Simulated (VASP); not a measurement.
# Co (P6_3/mmc) in VASP: notebook, part 3 of 4

VASP 6.6.1.

### 4 Electric field gradients, PBE, collinear spin, ferromagnetic start (equal xx and yy strain of -2 %)

INCAR

```
SYSTEM = Co
PREC = Accurate
ENCUT = 520
EDIFF = 1E-8
ISMEAR = -1
SIGMA = 0.05
LREAL = .False.
LASPH = .True.
NELM = 150
ALGO = Normal
ISIF = 2
LWAVE = .False.
LCHARG = .False.
ISPIN = 2
MAGMOM = 2 2
LORBIT = 11
LMAXMIX = 4
GGA = PE
LEFG = .True.
NBANDS = 20
```

KPOINTS

```
Automatic mesh
0
Gamma
  19 19 10
  0 0 0
```

POSCAR

```
Co
1.0
    2.4686208520      0.0000000000      0.0000000000
   -1.2343104260      2.1378883702      0.0000000000
    0.0000000000      0.0000000000      4.0910000000
Co
2
Direct
    0.3333333333      0.6666666667      0.2500000000
    0.6666666667      0.3333333333      0.7500000000
```

Potentials or basis: VASP PAW PBE potentials, release 64 (Co).

Started as:

```sh
$ cat potpaw_PBE.64/Co/POTCAR > POTCAR
$ mpirun -np 1 vasp_std > vasp.out
```

OUTCAR:

```text
SYSTEM = Co
   PREC = Accurate
   ENCUT = 520
   EDIFF = 1E-8
   ISMEAR = -1
   LREAL = .False.
   LASPH = .True.
   NELM = 150
   ISIF = 2
   ISPIN = 2
   LORBIT = 11
   GGA = PE

 ion  position               nearest neighbor table
   1  0.333  0.667  0.250-   2 2.49   2 2.49   2 2.49   2 2.49   2 2.49   2 2.49
   2  0.667  0.333  0.750-   1 2.49   1 2.49   1 2.49   1 2.49   1 2.49   1 2.49

  LATTYP: Found a hexagonal cell.
 ALAT       =     2.4686208520
 C/A-ratio  =     1.6572006174

  Lattice vectors:

 A1 = (   2.4686208520,   0.0000000000,   0.0000000000)
 A2 = (  -1.2343104260,   2.1378883702,   0.0000000000)
 A3 = (   0.0000000000,   0.0000000000,   4.0910000000)

Analysis of symmetry for initial positions (statically):
=====================================================================
 Subroutine PRICEL returns:
 Original cell was already a primitive cell.

 Routine SETGRP: Setting up the symmetry group for a
 hexagonal supercell.

 Subroutine GETGRP returns: Found 24 space group operations
 (whereof 12 operations were pure point group operations)
 out of a pool of 24 trial point group operations.

The static configuration has the point symmetry D_3d.
 The point group associated with its full space group is D_6h.

Analysis of symmetry for dynamics (positions and initial velocities):
=====================================================================
 Subroutine PRICEL returns:
 Original cell was already a primitive cell.

 Routine SETGRP: Setting up the symmetry group for a
 hexagonal supercell.

 Subroutine GETGRP returns: Found 24 space group operations
 (whereof 12 operations were pure point group operations)
 out of a pool of 24 trial point group operations.

The dynamic configuration has the point symmetry D_3d.
 The point group associated with its full space group is D_6h.

Analysis of structural, dynamic, and magnetic symmetry:
=====================================================================
 Subroutine PRICEL returns:
 Original cell was already a primitive cell.

 Routine SETGRP: Setting up the symmetry group for a
 hexagonal supercell.

 Subroutine GETGRP returns: Found 24 space group operations
 (whereof 12 operations were pure point group operations)
 out of a pool of 24 trial point group operations.

The overall configuration has the point symmetry D_3d.
 The point group associated with its full space group is D_6h.

 Subroutine INISYM returns: Found 24 space group operations
 (whereof 12 operations are pure point group operations),
 and found     1 'primitive' translations

----------------------------------------------------------------------------------------

                                     Primitive cell

  volume of cell :      21.5908

  direct lattice vectors                    reciprocal lattice vectors
     2.468620852  0.000000000  0.000000000     0.405084482  0.233875635  0.000000000
    -1.234310426  2.137888370  0.000000000     0.000000000  0.467751270  0.000000000
     0.000000000  0.000000000  4.091000000     0.000000000  0.000000000  0.244439012

  length of vectors
     2.468620852  2.468620852  4.091000000     0.467751270  0.467751270  0.244439012
[... 106 lines left out ...]
   GGA     = PE    functional components
   LHFCALC =     F    Hartree Fock is set to
   AEXX    =    0.0000 exact exchange contribution
   IVDW    =     0    specifies the selected vdW correction
   LEPSILON=     F    determine dielectric tensor
   LRPA    =     F    only Hartree local field effects (RPA)
 spin polarized calculation
  energy-cutoff  :      520.00
  volume of cell :       21.59
 maximum number of plane-waves:       598
   NGX =  9   NGY =  9   NGZ = 15

 number of electron      18.0000009 magnetization       3.2088612

 Free energy of the ion-electron system (eV)
  ---------------------------------------------------
  ext. energy  EPLUGINS =         0.00000000
  ---------------------------------------------------
  free energy    TOTEN  =       -14.06876575 eV

  energy without entropy =      -14.05282922  energy(sigma->0) =      -14.06079749

 E-fermi :  10.3383     XC(G=0): -13.4334

 val. band max:       10.3363407020   @ k =   0.2632  -0.0000   0.0000
 cond. band min:      10.3431355624   @ k =   0.4211  -0.0000   0.2000
 fundamental gap:      0.0067948604
 Fermi energy:        10.3382737348

 spin component 1

 k-point     1 :       0.0000    0.0000    0.0000
  band No.  band energies     occupation
      1       1.3894      1.00000
      2       5.1517      1.00000
      3       7.5924      1.00000
      4       7.7479      1.00000
      5       7.7479      1.00000
      6       8.0348      1.00000
[... 541 lines left out ...]
     19      33.7799      0.00000
     20      35.7247      0.00000

 [... further k-points ...]

 spin component 2

 k-point     1 :       0.0000    0.0000    0.0000
  band No.  band energies     occupation
      1       1.3862      1.00000
      2       6.0636      1.00000
      3       9.1863      1.00000
      4       9.3708      1.00000
      5       9.3708      1.00000
      6       9.7066      1.00000
[... 541 lines left out ...]
     19      34.1116      0.00000
     20      36.0620      0.00000

 [... further k-points ...]
[... 5 lines left out ...]
  --------------------------------------------------------------------------------------
  -------------------------------------------------------------------------------------
  Total        0.4326493      0.4326493     -0.5824032     -0.0000000      0.0000000      0.0000000
  in kB       32.1053696     32.1053696    -43.2180804     -0.0000000      0.0000000      0.0000000
  external PRESSURE =       6.9975529 kB  Pullay stress =       0.0000000 kB

 VOLUME and BASIS-vectors are now :
 -----------------------------------------------------------------------------
  energy-cutoff  :      520.00
  volume of cell :       21.59
      direct lattice vectors                 reciprocal lattice vectors
     2.468620852  0.000000000  0.000000000     0.405084482  0.233875635  0.000000000
    -1.234310426  2.137888370  0.000000000     0.000000000  0.467751270  0.000000000
     0.000000000  0.000000000  4.091000000     0.000000000  0.000000000  0.244439012

 POSITION                                       TOTAL-FORCE (eV/Angst)
 -----------------------------------------------------------------------------------
     -0.00000      1.42526      1.02275        -0.000000      0.000000      0.000000
      1.23431      0.71263      3.06825         0.000000     -0.000000      0.000000
 -----------------------------------------------------------------------------------
    total drift:                                0.000000     -0.000000     -0.000000

  FREE ENERGIE OF THE ION-ELECTRON SYSTEM (eV)
  ---------------------------------------------------
  free  energy   TOTEN  =       -14.0687657504 eV

  energy  without entropy=      -14.0528292206  energy(sigma->0) =      -14.06079749

 Electric field gradients (V/A^2)
---------------------------------------------------------------------
 ion       V_xx      V_yy      V_zz      V_xy      V_xz      V_yz
---------------------------------------------------------------------
   1      -2.006    -2.004     4.010     0.001     0.000     0.000
   2      -2.006    -2.004     4.010     0.001    -0.000     0.000
---------------------------------------------------------------------

 Electric field gradients after diagonalization (V/A^2)
 (convention: |V_zz| > |V_xx| > |V_yy|)
----------------------------------------------------------------------
 ion       V_xx      V_yy      V_zz     asymmetry (V_yy - V_xx)/ V_zz
----------------------------------------------------------------------
   1      -2.006    -2.004     4.010       0.001
   2      -2.006    -2.004     4.010       0.001
----------------------------------------------------------------------

           NMR quadrupolar parameters

 Cq : quadrupolar parameter    Cq=e*Q*V_zz/h
 eta: asymmetry parameters     (V_yy - V_xx)/ V_zz
 Q  : nuclear electric quadrupole moment in mb (millibarn)
----------------------------------------------------------------------
 ion       Cq(MHz)       eta       Q (mb)
----------------------------------------------------------------------
   1       0.010       0.001       1.000
   2       0.010       0.001       1.000
----------------------------------------------------------------------

 total charge

# of ion       s       p       d       tot
------------------------------------------
    1        0.491   0.526   7.266   8.283
    2        0.491   0.526   7.266   8.283
--------------------------------------------------
tot          0.982   1.052  14.532  16.566

 magnetization (x)

# of ion       s       p       d       tot
------------------------------------------
    1       -0.015  -0.054   1.692   1.623
    2       -0.015  -0.054   1.692   1.623
--------------------------------------------------
tot         -0.029  -0.107   3.383   3.246
```

stdout:

```text
POSCAR found type information on POSCAR Co
 POSCAR found :  1 types and       2 ions
 scaLAPACK will be used
 LDA part: xc-table for (Slater+PW92), standard interpolation
 POSCAR, INCAR and KPOINTS ok, starting setup
 FFT: planning ... GRIDC
 FFT: planning ... GRID_SOFT
 FFT: planning ... GRID
 WAVECAR not read
 entering main loop
ion   1

ion   2
```

It took 85 s on 1 thread of Intel Xeon 6975P-C (Granite Rapids), shared host; peak memory 0.24 GiB.

What came out:

```
Free energy                                           : -14.0688 eV
Pressure                                              : 0.7 GPa
Net moment                                            : 3.21 μB per cell
Site moments                                          : Co +1.62 μB
Valence electrons inside the program's atomic spheres : Co 8.28
```

Levels at points of the mesh, in eV from the Fermi level:
Spin up:
| k point | band 8 | band 9 | band 10 | band 11 | band 12 | band 13 | band 14 | band 15 |
| --- | --- | --- | --- | --- | --- | --- | --- | --- |
| (0.00, 0.00, 0.00) | -1.87 | -1.87 | -0.86 | -0.86 | -0.35 | 6.03 | 22.34 | 24.76 |
| (0.00, 0.00, 0.50) | -2.63 | -1.16 | -1.16 | -1.16 | -1.16 | 14.44 | 14.44 | 23.04 |
Spin down:
```
           k point  band 3  band 4  band 5  band 6  band 7  band 8  band 9  band 10  band 11  band 12
(0.00, 0.00, 0.00)   -1.15   -0.97   -0.97   -0.63   -0.63   -0.42   -0.08    -0.08     1.05     1.05
(0.00, 0.00, 0.50)   -1.66   -1.66   -1.00   -1.00   -1.00   -1.00    0.71     0.71     0.71     0.71
```

Electric field gradients, principal values (V/Å²):
```
atom   least  middle  greatest (by size)
1 Co  -2.004  -2.006               4.010
2 Co  -2.004  -2.006               4.010
```

Caveat: the cell differs from its parent crystal (equal xx and yy strain of -2 %); without QUAD_EFG the Cq values of the log hold for a quadrupole moment of 1 mb, not for the nuclei.

### 5 Electric field gradients, PBE, collinear spin, ferromagnetic start (volume scaled by 1.06)

INCAR

```
PREC = Accurate
ENCUT = 520
EDIFF = 1E-8
ISMEAR = -1
SIGMA = 0.05
LREAL = False
LASPH = True
NELM = 150
ALGO = Normal
ISIF = 2
LWAVE = False
LCHARG = False
ISPIN = 2
MAGMOM = 2 2
LORBIT = 11
LMAXMIX = 4
GGA = PE
LEFG = True
NBANDS = 20
```

KPOINTS

```
regular mesh
0
Gamma
  19 19 10
```

POSCAR

```
Co
1.0
    2.5684055861      0.0000000000      0.0000000000
   -1.2842027931      2.2243044849      0.0000000000
    0.0000000000      0.0000000000      4.1712360565
Co
2
Direct
    0.3333333333      0.6666666667      0.2500000000
    0.6666666667      0.3333333333      0.7500000000
```

Potentials or basis: VASP PAW PBE potentials, release 64 (Co).

Started as:

```sh
$ cat potpaw_PBE.64/Co/POTCAR > POTCAR
$ mpirun -np 1 vasp_std > vasp.out
```

OUTCAR:

```text
PREC = Accurate
   ENCUT = 520
   EDIFF = 1E-8
   ISMEAR = -1
   LREAL = False
   LASPH = True
   NELM = 150
   ISIF = 2
   ISPIN = 2
   LORBIT = 11
   GGA = PE

 ion  position               nearest neighbor table
   1  0.333  0.667  0.250-   2 2.56   2 2.56   2 2.56   2 2.56   2 2.56   2 2.56
   2  0.667  0.333  0.750-   1 2.56   1 2.56   1 2.56   1 2.56   1 2.56   1 2.56

  LATTYP: Found a hexagonal cell.
 ALAT       =     2.5684055861
 C/A-ratio  =     1.6240566050

  Lattice vectors:

 A1 = (   2.5684055861,   0.0000000000,   0.0000000000)
[... 1351 lines left out ...]
---------------------------------------------------------------------

 Electric field gradients after diagonalization (V/A^2)
 (convention: |V_zz| > |V_xx| > |V_yy|)
----------------------------------------------------------------------
 ion       V_xx      V_yy      V_zz     asymmetry (V_yy - V_xx)/ V_zz
----------------------------------------------------------------------
   1       1.037     1.032    -2.069       0.002
   2       1.037     1.032    -2.069       0.002
----------------------------------------------------------------------

           NMR quadrupolar parameters

 Cq : quadrupolar parameter    Cq=e*Q*V_zz/h
 eta: asymmetry parameters     (V_yy - V_xx)/ V_zz
 Q  : nuclear electric quadrupole moment in mb (millibarn)
----------------------------------------------------------------------
 ion       Cq(MHz)       eta       Q (mb)
----------------------------------------------------------------------
   1      -0.005       0.002       1.000
   2      -0.005       0.002       1.000
----------------------------------------------------------------------

 total charge

# of ion       s       p       d       tot
------------------------------------------
    1        0.452   0.446   7.207   8.106
    2        0.452   0.446   7.207   8.106
--------------------------------------------------
tot          0.904   0.892  14.415  16.211

 magnetization (x)

# of ion       s       p       d       tot
------------------------------------------
    1       -0.013  -0.052   1.781   1.716
    2       -0.013  -0.052   1.781   1.716
--------------------------------------------------
tot         -0.027  -0.104   3.563   3.432
```

Run time: 87 s. Hardware: 1 thread of Intel Xeon 6975P-C (Granite Rapids), shared host; peak memory 0.26 GiB.

Results:

* Free energy: -13.9578 eV
* Pressure: -16.0 GPa
* Net moment: 3.35 μB per cell
* Site moments: Co +1.72 μB
* Valence electrons inside the program's atomic spheres: Co 8.11

Levels at points of the mesh, in eV from the Fermi level:
Spin up:
```tsv
k point	band 9	band 10	band 11	band 12	band 13	band 14
(0.00, 0.00, 0.00)	-1.93	-1.00	-1.00	-0.06	5.49	21.23
(0.00, 0.00, 0.50)	-1.26	-1.26	-1.26	-1.26	13.87	13.87
```
Spin down:
| k point | band 3 | band 4 | band 5 | band 6 | band 7 | band 8 | band 9 | band 10 | band 11 | band 12 |
| --- | --- | --- | --- | --- | --- | --- | --- | --- | --- | --- |
| (0.00, 0.00, 0.00) | -0.84 | -0.79 | -0.79 | -0.48 | -0.48 | -0.16 | -0.08 | -0.08 | 0.97 | 0.97 |
| (0.00, 0.00, 0.50) | -1.33 | -1.33 | -0.84 | -0.84 | -0.84 | -0.84 | 0.67 | 0.67 | 0.67 | 0.67 |

Electric field gradients, principal values (V/Å²):
```
atom  least  middle  greatest (by size)
1 Co  1.032   1.037              -2.069
2 Co  1.032   1.037              -2.069
```

Caveat: without QUAD_EFG the Cq values of the log hold for a quadrupole moment of 1 mb, not for the nuclei.

(Continued in part 4 of 4.)
